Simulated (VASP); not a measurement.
Write the native input for VASP 6.6.1 that does the following.

- Task: relaxation of the atoms
- Functional: PBE
- Potentials or basis: VASP PAW PBE potentials, release 64 (Sr_sv, Ti_sv, O, Ba_sv)
- Cutoff: 520 eV
- k mesh: 2 × 2 × 4
- Occupations: fermi-dirac, width 0.05 eV
- Spin: no spin polarisation
- Dipole correction: no
- Further INCAR settings: ALGO = Normal; EDIFF = 1e-07; IBRION = 2; EDIFFG = -0.03; NSW = 45

The structure of Ba3SrTi4O12 (a cell with a defect) lies in POSCAR:

```
Ba3SrTi4O12
1.0
    8.0120000000      0.0000000000      0.0000000000
    0.0000000000      8.0120000000      0.0000000000
    0.0000000000      0.0000000000      4.0060000000
Sr Ti O Ba
1 4 12 3
Direct
    0.2500000000      0.2500000000      0.5000000000
    0.0000000000      0.0000000000      0.0000000000
    0.0000000000      0.5000000000      0.0000000000
    0.5000000000      0.0000000000      0.0000000000
    0.5000000000      0.5000000000      0.0000000000
    0.2500000000      0.0000000000      0.0000000000
    0.0000000000      0.2500000000      0.0000000000
    0.0000000000      0.0000000000      0.5000000000
    0.2500000000      0.5000000000      0.0000000000
    0.0000000000      0.7500000000      0.0000000000
    0.0000000000      0.5000000000      0.5000000000
    0.7500000000      0.0000000000      0.0000000000
    0.5000000000      0.2500000000      0.0000000000
    0.5000000000      0.0000000000      0.5000000000
    0.7500000000      0.5000000000      0.0000000000
    0.5000000000      0.7500000000      0.0000000000
    0.5000000000      0.5000000000      0.5000000000
    0.2500000000      0.7500000000      0.5000000000
    0.7500000000      0.2500000000      0.5000000000
    0.7500000000      0.7500000000      0.5000000000
```

One way to write it, as run:

INCAR

```
PREC = Accurate
ENCUT = 520
EDIFF = 1E-7
ISMEAR = -1
SIGMA = 0.05
LREAL = False
LASPH = True
NELM = 120
ALGO = Normal
ISIF = 2
LWAVE = False
LCHARG = False
GGA = PE
IBRION = 2
NSW = 45
EDIFFG = -0.03
GGA_COMPAT = False
NELMIN = 4
KPAR = 4
```

KPOINTS

```
Automatic mesh
0
Gamma
  2 2 4
```

Potentials or basis: VASP PAW PBE potentials, release 64 (Sr_sv, Ti_sv, O, Ba_sv).

Command:

```sh
$ cat potpaw_PBE.64/Sr_sv/POTCAR potpaw_PBE.64/Ti_sv/POTCAR potpaw_PBE.64/O/POTCAR potpaw_PBE.64/Ba_sv/POTCAR > POTCAR
$ mpirun -np 4 vasp_std > vasp.out
```

It gave:

| Property | Result |
| --- | --- |
| Energy gained by relaxing | 3.5 meV/atom |
| Ionic steps | 6 |
| Pressure after relaxing | 0.6 GPa |
| Largest force after relaxing | 0.010 eV/Å |
| Band gap on the k mesh | 1.71 eV |

Caveat: spin-orbit coupling is left out, which moves the levels of the heavy elements.

Wall time 7.5 min on 4 MPI ranks on Intel(R) Xeon(R) Platinum 8259CL CPU @ 2.50GHz (Skylake/Cascade Lake), with other jobs on the host, peak memory 0.46 GiB a rank.
